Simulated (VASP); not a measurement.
# MgS (F-43m) in VASP: settings compared

Aim: see how the results for MgS move with the level of theory and the settings. Levels: r2SCAN, PBE0. Tasks: single point.

Program: VASP 6.6.1. These are calculated values, not measurements. Logs are shortened: lines on timing, memory, paths and dates and some standing lists are left out, and cuts for length are marked.

## (1) The cell of the first run

Symmetry: F-43m, No. 216, cubic system. Conventional cell: a = 5.662 Å, b = 5.662 Å, c = 5.662 Å, α = 90.00°, β = 90.00°, γ = 90.00°. Within 3.2 Å of Mg (site symmetry -43m) lie 4 S at 2.45 Å. S (site symmetry -43m) has 4 Mg at 2.45 Å within 3.2 Å.

## (2) Single point, r2SCAN

POSCAR

```
MgS
1.0
    0.0000000000      2.8308768412      2.8308768412
    2.8308768412      0.0000000000      2.8308768412
    2.8308768412      2.8308768412      0.0000000000
Mg S
1 1
Direct
    0.0000000000      0.0000000000      0.0000000000
    0.2500000000      0.2500000000      0.2500000000
```

INCAR.step1

```
PREC = Accurate ; ENCUT = 520
ISMEAR = 0 ; SIGMA = 0.01
LREAL = F ; LASPH = T
NELM = 80 ; NBANDS = 11
GGA = PE ; ALGO = Normal
EDIFF = 1E-4 ; LWAVE = T
LCHARG = F
```

INCAR.step2

```
PREC = Accurate ; ENCUT = 520
EDIFF = 1E-6 ; ISMEAR = 0
SIGMA = 0.01 ; LREAL = F
LASPH = T ; NELM = 80
ALGO = Normal ; ISIF = 2
LWAVE = F ; LCHARG = F
METAGGA = R2SCAN ; LMIXTAU = T
NBANDS = 11 ; ISTART = 1
```

KPOINTS

```
Automatic mesh
0
Gamma
  6 6 6
```

Potentials or basis: VASP PAW PBE potentials, release 64 (Mg, S).

Run with:

```sh
$ cat potpaw_PBE.64/Mg/POTCAR potpaw_PBE.64/S/POTCAR > POTCAR
$ cp INCAR.step1 INCAR
$ mpirun -np 1 vasp_std > vasp.out
$ cp INCAR.step2 INCAR
$ mpirun -np 1 vasp_std > vasp.out
```

OUTCAR:

```text
PREC = Accurate
   ENCUT = 520
   EDIFF = 1E-6
   ISMEAR = 0
   LREAL = F
   LASPH = T
   NELM = 80
   ISIF = 2
   METAGGA = R2SCAN
   ISTART = 1

 ion  position               nearest neighbor table
   1  0.000  0.000  0.000-   2 2.45   2 2.45   2 2.45   2 2.45
   2  0.250  0.250  0.250-   1 2.45   1 2.45   1 2.45   1 2.45

  LATTYP: Found a face centered cubic cell.
 ALAT       =     5.6617536824

  Lattice vectors:

 A1 = (   0.0000000000,   2.8308768412,   2.8308768412)
 A2 = (   2.8308768412,   0.0000000000,   2.8308768412)
 A3 = (   2.8308768412,   2.8308768412,   0.0000000000)

Analysis of symmetry for initial positions (statically):
=====================================================================
 Subroutine PRICEL returns:
 Original cell was already a primitive cell.

 Routine SETGRP: Setting up the symmetry group for a
 face centered cubic supercell.

 Subroutine GETGRP returns: Found 24 space group operations
 (whereof 24 operations were pure point group operations)
 out of a pool of 48 trial point group operations.

The static configuration has the point symmetry T_d .

Analysis of symmetry for dynamics (positions and initial velocities):
=====================================================================
 Subroutine PRICEL returns:
 Original cell was already a primitive cell.

 Routine SETGRP: Setting up the symmetry group for a
 face centered cubic supercell.

 Subroutine GETGRP returns: Found 24 space group operations
 (whereof 24 operations were pure point group operations)
 out of a pool of 48 trial point group operations.

The dynamic configuration has the point symmetry T_d .

 Subroutine INISYM returns: Found 24 space group operations
 (whereof 24 operations are pure point group operations),
 and found     1 'primitive' translations

----------------------------------------------------------------------------------------

                                     Primitive cell

  volume of cell :      45.3725

  direct lattice vectors                    reciprocal lattice vectors
     0.000000000  2.830876841  2.830876841    -0.176623721  0.176623721  0.176623721
     2.830876841  0.000000000  2.830876841     0.176623721 -0.176623721  0.176623721
     2.830876841  2.830876841  0.000000000     0.176623721  0.176623721 -0.176623721

  length of vectors
     4.003464422  4.003464422  4.003464422     0.305921258  0.305921258  0.305921258

  position of ions in fractional coordinates (direct lattice)
     0.000000000  0.000000000  0.000000000
     0.250000000  0.250000000  0.250000000

  ion indices of the primitive-cell ions
   primitive index   ion index
                 1           1
                 2           2

----------------------------------------------------------------------------------------

 KPOINTS: Automatic mesh

Automatic generation of k-mesh.
 Grid dimensions read from file:
 generate k-points for:    6    6    6

 Generating k-lattice:

  Cartesian coordinates                     Fractional coordinates (reciprocal lattice)
    -0.029437287  0.029437287  0.029437287     0.166666667  0.000000000  0.000000000
     0.029437287 -0.029437287  0.029437287     0.000000000  0.166666667  0.000000000
     0.029437287  0.029437287 -0.029437287     0.000000000  0.000000000  0.166666667

  Length of vectors
     0.050986876  0.050986876  0.050986876

  Shift w.r.t. Gamma in fractional coordinates (k-lattice)
     0.000000000  0.000000000  0.000000000

 Subroutine IBZKPT returns following result:
 ===========================================

 Found     16 irreducible k-points:

 Following reciprocal coordinates:
            Coordinates               Weight
  0.000000  0.000000  0.000000      1.000000
  0.166667  0.000000  0.000000      8.000000
  0.333333  0.000000  0.000000      8.000000
  0.500000  0.000000  0.000000      4.000000
  0.166667  0.166667  0.000000      6.000000
  0.333333  0.166667  0.000000     24.000000
[... 8 lines left out ...]
 -0.333333  0.333333  0.166667     24.000000
 -0.333333  0.500000  0.166667     12.000000
   k-points           NKPTS =     16   k-points in BZ     NKDIM =     16   number of bands    NBANDS=     11
   number of dos      NEDOS =    301   number of ions     NIONS =      2
   total plane-waves  NPLWV =  27000
   dimension x,y,z NGX =    30 NGY =   30 NGZ =   30
   dimension x,y,z NGXF=    60 NGYF=   60 NGZF=   60
   ions per type =               1   1
   NGX,Y,Z   is equivalent  to a cutoff of  12.46, 12.46, 12.46 a.u.
   NGXF,Y,Z  is equivalent  to a cutoff of  24.92, 24.92, 24.92 a.u.
 SYSTEM =  unknown system
   PREC   = accura    normal or accurate (medium, high low for compatibility)
   ISTART =      1    job   : 0-new  1-cont  2-samecut
   ICHARG =      0    charge: 1-file 2-atom 10-const
   ISPIN  =      1    spin polarized calculation?
   LNONCOLLINEAR =      F non collinear calculations
   LSORBIT =      F    spin-orbit coupling
   LASPH  =      T    aspherical Exc in radial PAW
   ENCUT  =  520.0 eV  38.22 Ry    6.18 a.u.   7.44  7.44  7.44*2*pi/ulx,y,z
   NELM   =     80;   NELMIN=  2; NELMDL=  0     # of ELM steps
   EDIFF  = 0.1E-05   stopping-criterion for ELM
   LREAL  =      F    real-space projection
   EDIFFG = 0.1E-04   stopping-criterion for IOM
   NSW    =      0    number of steps for IOM
   IBRION =     -1    ionic relax: 0-MD 1-quasi-New 2-CG
   NFREE  =      0    steps in history (QN), initial steepest desc. (CG)
   ISIF   =      2    stress and relaxation
   ISYM   =      2    0-nonsym 1-usesym 2-fastsym
   POTIM  = 0.5000    time-step for ionic-motion
   TEBEG  =    0.0;   TEEND  =   0.0 temperature during run
   PSTRESS=    0.0 pullay stress
   NELECT =       8.0000    total number of electrons
   NUPDOWN=      -1.0000    fix difference up-down
   EMIN   =  10.00;   EMAX   =-10.00  energy-range for DOS
   EFERMI =   0.00;   METHOD = LEGACY
   ISMEAR =     0;   SIGMA  =   0.01  broadening in eV -4-tet -1-fermi 0-gaus
   EFERMI_NEDOS =   21; number of points for ismear=-14 and -15
   IALGO  =     38    algorithm
   IMIX   =      4    mixing-type and parameters
     AMIX     =   0.40;   BMIX     =  1.00
     AMIX_MAG =   1.60;   BMIX_MAG =  1.00
  volume/ion in A,a.u.               =      22.69       153.09
  Fermi-wavevector in a.u.,A,eV,Ry     =   0.917995  1.734760 11.465842  0.842716
  Thomas-Fermi vector in A             =   2.043027
   LORBIT       =      0    0 simple, 1 ext, 2 COOP (PROOUT), +10 PAW based schemes
   METAGGA = R2SCAN    functional components
   LHFCALC =     F    Hartree Fock is set to
   AEXX    =    0.0000 exact exchange contribution
   IVDW    =     0    specifies the selected vdW correction
   LEPSILON=     F    determine dielectric tensor
   LRPA    =     F    only Hartree local field effects (RPA)
 non-spin polarized calculation
 Gauss-broadening in eV      SIGMA  =   0.01
  energy-cutoff  :      520.00
  volume of cell :       45.37
 maximum number of plane-waves:      1243
 NGX is ok and might be reduce to    30
   NGX = 15   NGY = 15   NGZ = 15

 number of electron       8.0000001 magnetization

 Free energy of the ion-electron system (eV)
  ---------------------------------------------------
  ext. energy  EPLUGINS =         0.00000000
  ---------------------------------------------------
  free energy    TOTEN  =       -15.45029954 eV

  energy without entropy =      -15.45029954  energy(sigma->0) =      -15.45029954

 E-fermi :   0.8601     XC(G=0):  -8.7760

 val. band max:        0.7694350960   @ k =   0.0000   0.0000   0.0000
 cond. band min:       4.8985735317   @ k =   0.0000   0.0000   0.0000
 fundamental gap:      4.1291384356
 Fermi energy:         0.8601052475

 k-point     1 :       0.0000    0.0000    0.0000
  band No.  band energies     occupation
      1     -10.9694      2.00000
      2       0.7694      2.00000
      3       0.7694      2.00000
      4       0.7694      2.00000
      5       4.8986      0.00000
      6       9.3633      0.00000
      7       9.3633      0.00000
      8       9.3633      0.00000
      9      12.2245      0.00000
     10      12.2245      0.00000
     11      15.4731      0.00000

 k-point     2 :       0.1667    0.0000    0.0000
  band No.  band energies     occupation
      1     -10.8144      2.00000
      2      -0.2744      2.00000
      3       0.6792      2.00000
      4       0.6792      2.00000
      5       5.8830      0.00000
      6       9.1273      0.00000
      7       9.6212      0.00000
      8       9.6212      0.00000
      9      11.6332      0.00000
     10      11.6332      0.00000
     11      14.3357      0.00000

 k-point     3 :       0.3333    0.0000    0.0000
  band No.  band energies     occupation
      1     -10.4688      2.00000
      2      -1.7532      2.00000
      3       0.5142      2.00000
      4       0.5142      2.00000
      5       6.5841      0.00000
      6       9.2911      0.00000
      7       9.2911      0.00000
      8       9.6173      0.00000
      9      12.6697      0.00000
     10      12.6697      0.00000
     11      13.7011      0.00000

 k-point     4 :       0.5000    0.0000    0.0000
  band No.  band energies     occupation
      1     -10.2732      2.00000
      2      -2.3791      2.00000
      3       0.4384      2.00000
      4       0.4384      2.00000
      5       6.5601      0.00000
      6       8.9810      0.00000
      7       8.9810      0.00000
      8      10.0368      0.00000
      9      14.5989      0.00000
     10      14.6423      0.00000
     11      14.6423      0.00000
[... 127 lines left out ...]
 k-point    14 :       0.5000    0.3333    0.1667
  band No.  band energies     occupation
      1     -10.2329      2.00000
      2      -1.6668      2.00000
      3      -0.5502      2.00000
      4       0.0726      2.00000
      5       6.9573      0.00000
      6       8.5351      0.00000
      7       8.9338      0.00000
      8      11.2879      0.00000
      9      12.2115      0.00000
     10      15.2196      0.00000
     11      15.9537      0.00000

 k-point    15 :      -0.3333    0.3333    0.1667
  band No.  band energies     occupation
      1     -10.1002      2.00000
      2      -1.7736      2.00000
      3      -0.9034      2.00000
      4      -0.1308      2.00000
      5       7.0183      0.00000
      6       8.4799      0.00000
      7       9.9033      0.00000
      8      10.7375      0.00000
      9      12.8148      0.00000
     10      14.7273      0.00000
     11      15.8529      0.00000

 k-point    16 :      -0.3333    0.5000    0.1667
  band No.  band energies     occupation
      1     -10.0408      2.00000
      2      -1.7321      2.00000
      3      -0.8038      2.00000
      4      -0.4976      2.00000
      5       6.2010      0.00000
      6       8.2617      0.00000
      7      10.8789      0.00000
      8      10.9397      0.00000
      9      14.2989      0.00000
     10      15.3916      0.00000
     11      15.5768      0.00000

------------------------ aborting loop because EDIFF is reached ----------------------------------------

  FORCE on cell =-STRESS in cart. coord.  units (eV):
  Direction    XX          YY          ZZ          XY          YZ          ZX
  --------------------------------------------------------------------------------------
  -------------------------------------------------------------------------------------
  Total       -0.0776378     -0.0776378     -0.0776378      0.0000000     -0.0000000      0.0000000
  in kB       -2.7415170     -2.7415170     -2.7415170      0.0000000     -0.0000000      0.0000000
  external PRESSURE =      -2.7415170 kB  Pullay stress =       0.0000000 kB

 VOLUME and BASIS-vectors are now :
 -----------------------------------------------------------------------------
  energy-cutoff  :      520.00
  volume of cell :       45.37
      direct lattice vectors                 reciprocal lattice vectors
     0.000000000  2.830876841  2.830876841    -0.176623721  0.176623721  0.176623721
     2.830876841  0.000000000  2.830876841     0.176623721 -0.176623721  0.176623721
     2.830876841  2.830876841  0.000000000     0.176623721  0.176623721 -0.176623721

 POSITION                                       TOTAL-FORCE (eV/Angst)
 -----------------------------------------------------------------------------------
      0.00000      0.00000      0.00000         0.000000      0.000000     -0.000000
      1.41544      1.41544      1.41544        -0.000000     -0.000000      0.000000
 -----------------------------------------------------------------------------------
    total drift:                               -0.000003     -0.000003     -0.000003

  FREE ENERGIE OF THE ION-ELECTRON SYSTEM (eV)
  ---------------------------------------------------
  free  energy   TOTEN  =       -15.4502995387 eV

  energy  without entropy=      -15.4502995387  energy(sigma->0) =      -15.45029954
```

It took 46 s on 1 thread of Intel Xeon 6975P-C (Granite Rapids), shared host; peak memory 0.17 GiB.

What came out:

* Free energy: -15.4503 eV
* Pressure: -0.3 GPa
* Band gap on the k mesh: 4.13 eV, direct

Caveat: the PAW data sets were made with another functional, which shifts forces and pressure a little. A k mesh can miss the band edges.

(Continued in part 2 of 2.)
